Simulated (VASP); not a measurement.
Here is a VASP 6.6.1 calculation.

Contents of INCAR:

```
PREC = Accurate
ENCUT = 600
EDIFF = 1E-6
ISMEAR = -1
SIGMA = 0.08
LREAL = False
LASPH = True
NELM = 80
ALGO = Normal
ISIF = 3
LWAVE = False
LCHARG = False
GGA = PE
IBRION = 2
NSW = 60
EDIFFG = -0.005
PSTRESS = 970.0
```

KPOINTS

```
regular mesh
0
Gamma
  17 17 16
```

Contents of POSCAR:

```
W
1.0
    2.5502481115      0.0000000000      0.0000000000
   -1.2751240557      2.2085796505      0.0000000000
    0.0000000000      0.0000000000      2.3972332248
W
1
Direct
    0.0000000000      0.0000000000      0.0000000000
```

Potentials or basis: VASP PAW PBE potentials, release 64 (W_sv).

Command:

```console
$ cat potpaw_PBE.64/W_sv/POTCAR > POTCAR
$ mpirun -np 1 vasp_std > vasp.out
```

(1) What does it give for the relaxed volume?

(2) Predict the space group after relaxing (to 0.1 Å).

## Answers

(1) 13.69 Å³/atom.

(2) P6/mmm (No. 191).

Caveat: the cell is relaxed towards a set pressure, so the run minimises the enthalpy, not the energy.
